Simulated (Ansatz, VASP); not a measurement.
# Two plane-wave programs on In

File INCAR:

```
SYSTEM = In
  ALGO = Normal
  EDIFF = 1E-6
  ENCUT = 520
  GGA = PE
  ISIF = 2
  ISMEAR = -1
  LASPH = .True.
  LCHARG = .False.
  LREAL = .False.
  LWAVE = .False.
  NBANDS = 12
  NELM = 80
  PREC = Accurate
  SIGMA = 0.08
```

File KPOINTS:

```
k-points
0
Gamma
  14 14 14
  0 0 0
```

POSCAR

```
In
1.0
   -1.8892673566      1.8892673566      1.8892673566
    1.8892673566     -1.8892673566      1.8892673566
    1.8892673566      1.8892673566     -1.8892673566
In
1
Direct
    0.0000000000      0.0000000000      0.0000000000
```

Input for Ansatz:

```yaml
crystal:
  lattice:
    - [-1.8892673566, 1.8892673566, 1.8892673566]
    - [1.8892673566, -1.8892673566, 1.8892673566]
    - [1.8892673566, 1.8892673566, -1.8892673566]
  atoms:
    - { symbol: In, position: [0.0, 0.0, 0.0] }
kpoints:
  mp_grid: { grid: [14, 14, 14] }
scf:
  occupations: { method: fermi_dirac, width: 0.08 }
hamiltonian:
  xc: pbe
  pseudopotentials: { kind: paw }
output:
  forces: true
  stress: true
  eigenvalues: true
```

Change from the starting cell: volume scaled by 0.971, to set the pressure.

Alike in both runs: task single point; functional PBE; k mesh 14 × 14 × 14; occupations fermi-dirac, width 0.08 eV; no spin polarisation.

|  | VASP | Ansatz |
| --- | --- | --- |
| version | VASP 6.6.1 | Ansatz 0.2.0 |
| potentials or method | VASP PAW PBE potentials, release 64 (In_d) | PAW with Ansatz's default frozen-core files, scalar-relativistic |
| plane-wave cutoff (eV) | 520 | 420 |
| valence electrons in the cell | 13 | 13 |

```csv
,VASP,Ansatz,Ansatz less VASP
pressure (GPa),1.0,1.1,+0.04
```

With one functional, cell and mesh, what is left measures potentials, basis and numerics.
